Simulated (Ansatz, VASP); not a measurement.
Ti in VASP and in Ansatz

Contents of INCAR:

```
ALGO = Normal
EDIFF = 1E-6
EDIFFG = -0.01
ENCUT = 600
GGA = RP
IBRION = 2
ISIF = 3
ISMEAR = -1
LASPH = True
LCHARG = False
LREAL = False
LWAVE = False
NELM = 80
NSW = 60
PREC = Accurate
SIGMA = 0.05
```

The input KPOINTS:

```
k-points
0
Gamma
  11 11 11
```

File POSCAR:

```
Ti
1.0
    0.0000000000      2.0300000000      2.0300000000
    2.0300000000      0.0000000000      2.0300000000
    2.0300000000      2.0300000000      0.0000000000
Ti
1
Direct
    0.0000000000      0.0000000000      0.0000000000
```

input.yaml

```yaml
crystal:
  lattice:
    - [0.0, 2.03, 2.03]
    - [2.03, 0.0, 2.03]
    - [2.03, 2.03, 0.0]
  atoms:
    - { symbol: Ti, position: [0.0, 0.0, 0.0] }
hamiltonian:
  xc: rpbe
  pseudopotentials: { kind: paw }
kpoints:
  mp_grid: { grid: [11, 11, 11] }
scf:
  occupations: { method: fermi_dirac, width: 0.05 }
output:
  forces: true
  stress: true
  eigenvalues: true
relax:
  f_tol: 0.01
  max_steps: 40
  cell: { stress_tol: 0.05 }
```

Alike in both runs: task relaxation of cell and atoms; functional RPBE; k mesh 11 × 11 × 11; occupations fermi-dirac, width 0.05 eV; no spin polarisation.

|  | VASP | Ansatz |
| --- | --- | --- |
| version | VASP 6.6.1 | Ansatz 0.2.0 |
| potentials or method | VASP PAW PBE potentials, release 64 (Ti_sv) | Ansatz PAW |
| plane-wave cutoff (eV) | 600 | 420 |
| valence electrons in the cell | 12 | 12 |

VASP gave:

- gap on the k mesh at the Fermi level, each at its own relaxed structure (eV): none
- relaxed volume (Å³/atom): 17.86
- relaxed cell length with the largest relative difference (Å): 2.934

Question: Estimate Ansatz's values.

Answer: gap on the k mesh at the Fermi level, each at its own relaxed structure (eV): none; relaxed volume (Å³/atom): 17.91; relaxed cell length with the largest relative difference (Å): 2.937.

VASP's potentials were made for PBE, not for RPBE. A gap of «none» marks a metal or a gap that the smearing closes.

Noted on Ansatz's run: the plane-wave basis is chosen anew once the cell has moved, so the energies of steps on either side of that aren't comparable.
